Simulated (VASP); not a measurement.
AlRu:

```
Al Ru
1.0
     2.99160    0.00000    0.00000
     0.00000    2.99160    0.00000
     0.00000    0.00000    2.99160
Al Ru
1 1
Direct
  0.00000 0.00000 0.00000
  0.50000 0.50000 0.50000
```

Base run:

| Quantity | Value |
| --- | --- |
| Program | VASP 6.6.1 |
| Functional | PBEsol |
| Potentials or basis | VASP PAW PBE potentials, release 64 (Al, Ru_pv) |
| Cutoff | 500 eV |
| k mesh | 6 × 6 × 6 |
| Occupations | fermi-dirac, width 0.1 eV |
| Spin | no spin polarisation |

Its results: pressure -3.2 GPa.

Q: The run is repeated on the same cell with these changes: k mesh from 6 × 6 × 6 to 5 × 5 × 5. What comes out?

A: Pressure -2.2 GPa.

Caveats: some runs use coarse meshes; the PAW data sets were made with another functional, which shifts forces and pressure a little.
